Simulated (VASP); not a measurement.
# CuO2 (Cmcm) in VASP: notebook

CuO2 is run at these levels: PBE; tasks: single point.

Everything below comes from runs of VASP 6.6.1. Logs are shortened: lines on timing, memory, paths and dates and some standing lists are left out, and cuts for length are marked.

**1. The cell of the first run**

The structure is orthorhombic, space group Cmcm (No. 63). The conventional cell has a = 2.623 Å, b = 9.674 Å, c = 4.032 Å, α = 90.00°, β = 90.00°, γ = 90.00°. Within 2.3 Å of Cu (site symmetry m2m) lie 6 O at 1.72 to 2.06 Å. Within 2.3 Å of O (site symmetry m2m) lie 2 Cu at 1.72 Å and 3 O at 2.25 to 2.30 Å. O (site symmetry m2m) has 4 Cu at 1.76 to 2.06 Å and 1 O at 2.30 Å within 2.3 Å.

**2. Single point, PBE**

INCAR reads:

```
PREC = Accurate ; ENCUT = 520
EDIFF = 1E-6 ; ISMEAR = 0
SIGMA = 0.1 ; LREAL = F
LASPH = T ; NELM = 60
ALGO = Normal ; ISIF = 2
LWAVE = F ; LCHARG = T
GGA = PE ; LELF = T
LVHAR = T ; NBANDS = 32
```

KPOINTS reads:

```
regular mesh
0
Gamma
  14 14 8
```

POSCAR reads:

```
CuO2
1.0
    1.3113556020     -4.8372290180      0.0000000000
    1.3113556020      4.8372290180      0.0000000000
    0.0000000000      0.0000000000      4.0320776676
Cu O
2 4
Direct
    0.8327470000      0.1672530000      0.2500000000
    0.1672530000      0.8327470000      0.7500000000
    0.4485140000      0.5514860000      0.2500000000
    0.5514860000      0.4485140000      0.7500000000
    0.2110300000      0.7889700000      0.2500000000
    0.7889700000      0.2110300000      0.7500000000
```

Potentials or basis: VASP PAW PBE potentials, release 64 (Cu, O).

The run is started by

```console
cat potpaw_PBE.64/Cu/POTCAR potpaw_PBE.64/O/POTCAR > POTCAR
mpirun -np 1 vasp_std > vasp.out
```

OUTCAR:

```text
PREC = Accurate
   ENCUT = 520
   EDIFF = 1E-6
   ISMEAR = 0
   LREAL = F
   LASPH = T
   NELM = 60
   ISIF = 2
   GGA = PE

 ion  position               nearest neighbor table
   1  0.833  0.167  0.250-   3 1.72   3 1.72   5 1.76   5 1.76   6 2.06   6 2.06
   2  0.167  0.833  0.750-   4 1.72   4 1.72   6 1.76   6 1.76   5 2.06   5 2.06
   3  0.449  0.551  0.250-   1 1.72   1 1.72
   4  0.551  0.449  0.750-   2 1.72   2 1.72
   5  0.211  0.789  0.250-   1 1.76   1 1.76   2 2.06   2 2.06
   6  0.789  0.211  0.750-   2 1.76   2 1.76   1 2.06   1 2.06

  LATTYP: Found a base centered orthorhombic cell.
 ALAT       =     2.6227112040
 B/A-ratio  =     3.6887241040
 C/A-ratio  =     1.5373700549

  Lattice vectors:

 A1 = (   1.3113556020,  -4.8372290180,   0.0000000000)
 A2 = (   1.3113556020,   4.8372290180,   0.0000000000)
 A3 = (   0.0000000000,   0.0000000000,   4.0320776676)

Analysis of symmetry for initial positions (statically):
=====================================================================
 Subroutine PRICEL returns:
 Original cell was already a primitive cell.

 Routine SETGRP: Setting up the symmetry group for a
 base centered orthorhombic supercell.

 Subroutine GETGRP returns: Found  8 space group operations
 (whereof  4 operations were pure point group operations)
 out of a pool of  8 trial point group operations.

The static configuration has the point symmetry C_2h.
 The point group associated with its full space group is D_2h.

Analysis of symmetry for dynamics (positions and initial velocities):
=====================================================================
 Subroutine PRICEL returns:
 Original cell was already a primitive cell.

 Routine SETGRP: Setting up the symmetry group for a
 base centered orthorhombic supercell.

 Subroutine GETGRP returns: Found  8 space group operations
 (whereof  4 operations were pure point group operations)
 out of a pool of  8 trial point group operations.

The dynamic configuration has the point symmetry C_2h.
 The point group associated with its full space group is D_2h.

 Subroutine INISYM returns: Found  8 space group operations
 (whereof  4 operations are pure point group operations),
 and found     1 'primitive' translations

----------------------------------------------------------------------------------------

                                     Primitive cell

  volume of cell :      51.1536

  direct lattice vectors                    reciprocal lattice vectors
     1.311355602 -4.837229018  0.000000000     0.381284832 -0.103364963  0.000000000
     1.311355602  4.837229018  0.000000000     0.381284832  0.103364963  0.000000000
[... 100 lines left out ...]
   ISYM   =      2    0-nonsym 1-usesym 2-fastsym
   POTIM  = 0.5000    time-step for ionic-motion
   TEBEG  =    0.0;   TEEND  =   0.0 temperature during run
   PSTRESS=    0.0 pullay stress
   NELECT =      46.0000    total number of electrons
   NUPDOWN=      -1.0000    fix difference up-down
   EMIN   =  10.00;   EMAX   =-10.00  energy-range for DOS
   EFERMI =   0.00;   METHOD = LEGACY
   ISMEAR =     0;   SIGMA  =   0.10  broadening in eV -4-tet -1-fermi 0-gaus
   EFERMI_NEDOS =   21; number of points for ismear=-14 and -15
   IALGO  =     38    algorithm
   IMIX   =      4    mixing-type and parameters
     AMIX     =   0.40;   BMIX     =  1.00
     AMIX_MAG =   1.60;   BMIX_MAG =  1.00
  volume/ion in A,a.u.               =       8.53        57.53
  Fermi-wavevector in a.u.,A,eV,Ry     =   1.580164  2.986077 33.972626  2.496918
  Thomas-Fermi vector in A             =   2.680433
   LORBIT       =      0    0 simple, 1 ext, 2 COOP (PROOUT), +10 PAW based schemes
   GGA     = PE    functional components
   LHFCALC =     F    Hartree Fock is set to
   AEXX    =    0.0000 exact exchange contribution
   IVDW    =     0    specifies the selected vdW correction
   LEPSILON=     F    determine dielectric tensor
   LRPA    =     F    only Hartree local field effects (RPA)
 non-spin polarized calculation
 Gauss-broadening in eV      SIGMA  =   0.10
  energy-cutoff  :      520.00
  volume of cell :       51.15
 maximum number of plane-waves:      1403
 NGX is ok and might be reduce to    40
   NGX = 19   NGY = 19   NGZ = 15

 number of electron      45.9999991 magnetization

 Free energy of the ion-electron system (eV)
  ---------------------------------------------------
  ext. energy  EPLUGINS =         0.00000000
  ---------------------------------------------------
  free energy    TOTEN  =       -25.59591638 eV

  energy without entropy =      -25.57662222  energy(sigma->0) =      -25.58626930

 E-fermi :   5.4217     XC(G=0): -12.1999

 val. band max:        5.4210473949   @ k =   0.2857  -0.0000   0.2500
 cond. band min:       5.4251266430   @ k =   0.1429  -0.0000   0.2500
 fundamental gap:      0.0040792481
 Fermi energy:         5.4217014901

 k-point     1 :       0.0000    0.0000    0.0000
  band No.  band energies     occupation
      1     -15.9110      2.00000
      2     -13.7045      2.00000
      3     -13.3410      2.00000
      4     -12.4094      2.00000
      5      -2.5361      2.00000
      6      -2.4919      2.00000
[... 829 lines left out ...]
     31      20.1128      0.00000
     32      20.5319      0.00000

 [... further k-points ...]

------------------------ aborting loop because EDIFF is reached ----------------------------------------

  FORCE on cell =-STRESS in cart. coord.  units (eV):
  Direction    XX          YY          ZZ          XY          YZ          ZX
  --------------------------------------------------------------------------------------
  -------------------------------------------------------------------------------------
  Total       23.3258700     18.7545071     11.6935722      0.0000000      0.0000000      0.0000000
  in kB      730.5878139    587.4085002    366.2534906      0.0000000      0.0000000      0.0000000
  external PRESSURE =     561.4166016 kB  Pullay stress =       0.0000000 kB

 VOLUME and BASIS-vectors are now :
 -----------------------------------------------------------------------------
  energy-cutoff  :      520.00
  volume of cell :       51.15
      direct lattice vectors                 reciprocal lattice vectors
     1.311355602 -4.837229018  0.000000000     0.381284832 -0.103364963  0.000000000
     1.311355602  4.837229018  0.000000000     0.381284832  0.103364963  0.000000000
     0.000000000  0.000000000  4.032077668     0.000000000  0.000000000  0.248011096

 POSITION                                       TOTAL-FORCE (eV/Angst)
 -----------------------------------------------------------------------------------
      1.31136     -3.21915      1.00802         0.000000     -0.412703     -0.000000
      1.31136      3.21915      3.02406         0.000000      0.412703      0.000000
      1.31136      0.49810      1.00802         0.000000     -3.294771      0.000000
      1.31136     -0.49810      3.02406         0.000000      3.294771      0.000000
      1.31136      2.79563      1.00802         0.000000      2.827107      0.000000
      1.31136     -2.79563      3.02406         0.000000     -2.827107     -0.000000
 -----------------------------------------------------------------------------------
    total drift:                               -0.000000      0.000000      0.000000

  FREE ENERGIE OF THE ION-ELECTRON SYSTEM (eV)
  ---------------------------------------------------
  free  energy   TOTEN  =       -25.5959163817 eV

  energy  without entropy=      -25.5766222170  energy(sigma->0) =      -25.58626930
```

OSZICAR:

```text
N       E                     dE             d eps       ncg     rms          rms(c)
DAV:   1     0.483824925695E+03    0.48382E+03   -0.22829E+04 19944   0.223E+03
DAV:   2     0.206265915302E+02   -0.46320E+03   -0.41945E+03 19528   0.478E+02
DAV:   3    -0.409362311744E+02   -0.61563E+02   -0.57860E+02 21048   0.184E+02
DAV:   4    -0.434967618448E+02   -0.25605E+01   -0.25394E+01 23696   0.400E+01
DAV:   5    -0.435579676152E+02   -0.61206E-01   -0.61161E-01 22096   0.585E+00    0.337E+01
DAV:   6    -0.504660325908E+02   -0.69081E+01   -0.12433E+02 28632   0.327E+02    0.311E+01
DAV:   7    -0.286652324923E+02    0.21801E+02   -0.70574E+01 25528   0.185E+02    0.158E+01
DAV:   8    -0.256635697114E+02    0.30017E+01   -0.12992E+01 28800   0.396E+01    0.407E+00
DAV:   9    -0.256551020999E+02    0.84676E-02   -0.13654E+00 28496   0.128E+01    0.247E+00
DAV:  10    -0.256086973699E+02    0.46405E-01   -0.88462E-02 28600   0.366E+00    0.128E+00
DAV:  11    -0.255975716814E+02    0.11126E-01   -0.24929E-02 28864   0.261E+00    0.330E-01
DAV:  12    -0.255962954646E+02    0.12762E-02   -0.97186E-03 28472   0.166E+00    0.207E-01
DAV:  13    -0.255959339561E+02    0.36151E-03   -0.16924E-03 28752   0.116E+00    0.540E-02
DAV:  14    -0.255959236444E+02    0.10312E-04   -0.43640E-04 29056   0.413E-01    0.270E-02
DAV:  15    -0.255959167475E+02    0.68968E-05   -0.29565E-05 28344   0.142E-01    0.498E-03
DAV:  16    -0.255959163817E+02    0.36584E-06   -0.49322E-06 23128   0.290E-02
   1 F= -.25595916E+02 E0= -.25586269E+02  d E =-.192942E-01
```

Run time: 6 min. Hardware: 1 thread of Intel Xeon 6975P-C (Granite Rapids), shared host; peak memory 0.49 GiB.

What came out:

| Item | Value |
| --- | --- |
| Free energy | -25.5959 eV |
| Pressure | 56.1 GPa |
| Largest force | 3.295 eV/Å |
| Band gap on the k mesh | zero (bands 23 and 24 overlap by 0.73 eV) |

Forces on the atoms (eV/Å):
```
Cu   0.000 -0.413  0.000
Cu   0.000  0.413  0.000
O    0.000 -3.295  0.000
O    0.000  3.295  0.000
O    0.000  2.827  0.000
O    0.000 -2.827  0.000
```

Caveat: the stress differs along the axes, from 37 to 73 GPa; semilocal functionals often make such compounds metallic where correlation or magnetic order opens a gap, which also shifts bond lengths; forces of over 1 eV/Å act on the atoms, so gaps and moduli don't describe the material at rest. With open d or f shells a metallic result of PBE can be an artefact of self-interaction; +U or a hybrid may open a gap.

**3. Single point, PBE**

This run uses another cell than the first one, of 10.66 Å³/atom.

INCAR reads:

```
  PREC = Accurate
  ENCUT = 520
  EDIFF = 1E-6
  ISMEAR = 0
  SIGMA = 0.1
  LREAL = F
  LASPH = T
  NELM = 60
  ALGO = Normal
  ISIF = 2
  LWAVE = F
  LCHARG = T
  GGA = PE
  LELF = T
  LVHAR = T
  NBANDS = 32
```

KPOINTS is that of step 2.

POSCAR: that of step 2 with these lines changed.

```diff
@@ -2,5 +2,5 @@
 1.0
-    1.3113556020     -4.8372290180      0.0000000000
-    1.3113556020      4.8372290180      0.0000000000
-    0.0000000000      0.0000000000      4.0320776676
+    1.4126150000     -5.2107470000      0.0000000000
+    1.4126150000      5.2107470000      0.0000000000
+    0.0000000000      0.0000000000      4.3434240000
 Cu O
```

Potentials or basis: VASP PAW PBE potentials, release 64 (Cu, O).

The run is started by

```console
cat potpaw_PBE.64/Cu/POTCAR potpaw_PBE.64/O/POTCAR > POTCAR
mpirun -np 1 vasp_std > vasp.out
```

OUTCAR:

```text
PREC = Accurate
   ENCUT = 520
   EDIFF = 1E-6
   ISMEAR = 0
   LREAL = F
   LASPH = T
   NELM = 60
   ISIF = 2
   GGA = PE

 ion  position               nearest neighbor table
   1  0.833  0.167  0.250-   3 1.86   3 1.86   5 1.90   5 1.90   6 2.22   6 2.22
   2  0.167  0.833  0.750-   4 1.86   4 1.86   6 1.90   6 1.90   5 2.22   5 2.22
   3  0.449  0.551  0.250-   1 1.86   1 1.86
   4  0.551  0.449  0.750-   2 1.86   2 1.86
   5  0.211  0.789  0.250-   1 1.90   1 1.90   2 2.22   2 2.22
   6  0.789  0.211  0.750-   2 1.90   2 1.90   1 2.22   1 2.22

  LATTYP: Found a base centered orthorhombic cell.
 ALAT       =     2.8252300000
 B/A-ratio  =     3.6887241039
 C/A-ratio  =     1.5373700548

  Lattice vectors:

 A1 = (   1.4126150000,  -5.2107470000,   0.0000000000)
 A2 = (   1.4126150000,   5.2107470000,   0.0000000000)
 A3 = (   0.0000000000,   0.0000000000,   4.3434240000)

Analysis of symmetry for initial positions (statically):
=====================================================================
 Subroutine PRICEL returns:
 Original cell was already a primitive cell.

 Routine SETGRP: Setting up the symmetry group for a
 base centered orthorhombic supercell.

 Subroutine GETGRP returns: Found  8 space group operations
 (whereof  4 operations were pure point group operations)
 out of a pool of  8 trial point group operations.

The static configuration has the point symmetry C_2h.
 The point group associated with its full space group is D_2h.

Analysis of symmetry for dynamics (positions and initial velocities):
=====================================================================
 Subroutine PRICEL returns:
 Original cell was already a primitive cell.

 Routine SETGRP: Setting up the symmetry group for a
 base centered orthorhombic supercell.

 Subroutine GETGRP returns: Found  8 space group operations
 (whereof  4 operations were pure point group operations)
 out of a pool of  8 trial point group operations.

[... 131 lines left out ...]
  Fermi-wavevector in a.u.,A,eV,Ry     =   1.466894  2.772028 29.276722  2.151778
  Thomas-Fermi vector in A             =   2.582577
   LORBIT       =      0    0 simple, 1 ext, 2 COOP (PROOUT), +10 PAW based schemes
   GGA     = PE    functional components
   LHFCALC =     F    Hartree Fock is set to
   AEXX    =    0.0000 exact exchange contribution
   IVDW    =     0    specifies the selected vdW correction
   LEPSILON=     F    determine dielectric tensor
   LRPA    =     F    only Hartree local field effects (RPA)
 non-spin polarized calculation
 Gauss-broadening in eV      SIGMA  =   0.10
  energy-cutoff  :      520.00
  volume of cell :       63.94
 maximum number of plane-waves:      1742
   NGX = 21   NGY = 21   NGZ = 17

 number of electron      45.9999979 magnetization

 Free energy of the ion-electron system (eV)
  ---------------------------------------------------
  ext. energy  EPLUGINS =         0.00000000
  ---------------------------------------------------
  free energy    TOTEN  =       -27.39623086 eV

  energy without entropy =      -27.37137541  energy(sigma->0) =      -27.38380314

 E-fermi :   2.5499     XC(G=0): -10.9446

 val. band max:        2.5463743563   @ k =  -0.0714   0.0714   0.3750
 cond. band min:       2.5509755068   @ k =   0.2857   0.0000   0.2500
 fundamental gap:      0.0046011506
 Fermi energy:         2.5499151710

 k-point     1 :       0.0000    0.0000    0.0000
  band No.  band energies     occupation
      1     -16.6244      2.00000
      2     -15.1292      2.00000
      3     -14.9800      2.00000
      4     -14.3440      2.00000
      5      -3.5538      2.00000
      6      -3.3683      2.00000
[... 829 lines left out ...]
     31      16.0998      0.00000
     32      16.3799      0.00000

 [... further k-points ...]

------------------------ aborting loop because EDIFF is reached ----------------------------------------

  FORCE on cell =-STRESS in cart. coord.  units (eV):
  Direction    XX          YY          ZZ          XY          YZ          ZX
  --------------------------------------------------------------------------------------
  -------------------------------------------------------------------------------------
  Total       -0.2086605     -0.1556126     -0.4055181      0.0000000     -0.0000000      0.0000000
  in kB       -5.2283508     -3.8991437    -10.1609618      0.0000000     -0.0000000      0.0000000
  external PRESSURE =      -6.4294854 kB  Pullay stress =       0.0000000 kB

 VOLUME and BASIS-vectors are now :
 -----------------------------------------------------------------------------
  energy-cutoff  :      520.00
  volume of cell :       63.94
      direct lattice vectors                 reciprocal lattice vectors
     1.412615000 -5.210747000  0.000000000     0.353953483 -0.095955532  0.000000000
     1.412615000  5.210747000  0.000000000     0.353953483  0.095955532  0.000000000
     0.000000000  0.000000000  4.343424000     0.000000000  0.000000000  0.230233106

 POSITION                                       TOTAL-FORCE (eV/Angst)
 -----------------------------------------------------------------------------------
      1.41261     -3.46772      1.08586         0.000000     -0.030289     -0.000000
      1.41261      3.46772      3.25757         0.000000      0.030289      0.000000
      1.41261      0.53656      1.08586         0.000000     -0.092619      0.000000
      1.41261     -0.53656      3.25757         0.000000      0.092619     -0.000000
      1.41261      3.01150      1.08586         0.000000     -0.174651      0.000000
      1.41261     -3.01150      3.25757         0.000000      0.174651      0.000000
 -----------------------------------------------------------------------------------
    total drift:                                0.000000      0.000000     -0.000000

  FREE ENERGIE OF THE ION-ELECTRON SYSTEM (eV)
  ---------------------------------------------------
  free  energy   TOTEN  =       -27.3962308642 eV

  energy  without entropy=      -27.3713754106  energy(sigma->0) =      -27.38380314
```

OSZICAR:

```text
N       E                     dE             d eps       ncg     rms          rms(c)
DAV:   1     0.498111567804E+03    0.49811E+03   -0.22241E+04 18824   0.206E+03
DAV:   2     0.265296495760E+02   -0.47158E+03   -0.42588E+03 20008   0.459E+02
DAV:   3    -0.424941105358E+02   -0.69024E+02   -0.64874E+02 21528   0.186E+02
DAV:   4    -0.457643620590E+02   -0.32703E+01   -0.32355E+01 24208   0.434E+01
DAV:   5    -0.458431969528E+02   -0.78835E-01   -0.78776E-01 21776   0.627E+00    0.349E+01
DAV:   6    -0.603461609236E+02   -0.14503E+02   -0.15017E+02 28992   0.316E+02    0.337E+01
DAV:   7    -0.330953168724E+02    0.27251E+02   -0.81145E+01 25064   0.178E+02    0.218E+01
DAV:   8    -0.281150328648E+02    0.49803E+01   -0.16820E+01 29000   0.385E+01    0.825E+00
DAV:   9    -0.274288964913E+02    0.68614E+00   -0.19592E+00 28648   0.325E+01    0.271E+00
DAV:  10    -0.274538783577E+02   -0.24982E-01   -0.40784E-01 27272   0.599E+00    0.243E+00
DAV:  11    -0.274245349815E+02    0.29343E-01   -0.34167E-01 26376   0.198E+01    0.176E+00
DAV:  12    -0.273979809449E+02    0.26554E-01   -0.83352E-02 27208   0.947E+00    0.382E-01
DAV:  13    -0.273962499498E+02    0.17310E-02   -0.15446E-02 28008   0.125E+00    0.988E-02
DAV:  14    -0.273962667356E+02   -0.16786E-04   -0.37051E-04 23072   0.155E-01    0.703E-02
DAV:  15    -0.273962298227E+02    0.36913E-04   -0.10515E-04 32672   0.289E-01    0.103E-02
DAV:  16    -0.273962313757E+02   -0.15530E-05   -0.27771E-05 23848   0.385E-02    0.601E-03
DAV:  17    -0.273962308642E+02    0.51142E-06   -0.40161E-06 22632   0.291E-02
   1 F= -.27396231E+02 E0= -.27383803E+02  d E =-.248555E-01
```

stdout:

```text
POSCAR found type information on POSCAR CuO
 POSCAR found :  2 types and       6 ions
 scaLAPACK will be used
 LDA part: xc-table for (Slater+PW92), standard interpolation
 POSCAR, INCAR and KPOINTS ok, starting setup
 FFT: planning ... GRIDC
 FFT: planning ... GRID_SOFT
 FFT: planning ... GRID
 WAVECAR not read
 entering main loop
```

It took 7.4 min on 1 thread of Intel Xeon 6975P-C (Granite Rapids), shared host; peak memory 0.55 GiB.

Results:

```
Free energy            : -27.3962 eV
Pressure               : -0.6 GPa
Largest force          : 0.175 eV/Å
Band gap on the k mesh : zero (bands 23 and 24 overlap by 0.48 eV)
```

Forces on the atoms (eV/Å):
```
Cu   0.000 -0.030  0.000
Cu   0.000  0.030  0.000
O    0.000 -0.093  0.000
O    0.000  0.093  0.000
O    0.000 -0.175  0.000
O    0.000  0.175  0.000
```

Stress tensor (GPa, compression positive):
```
-0.52  0.00  0.00
 0.00 -0.39  0.00
 0.00  0.00 -1.02
```

Caveat: semilocal functionals often make such compounds metallic where correlation or magnetic order opens a gap, which also shifts bond lengths. With open d or f shells a metallic result of PBE can be an artefact of self-interaction; +U or a hybrid may open a gap.

(Part 1 of 2 ends here.)
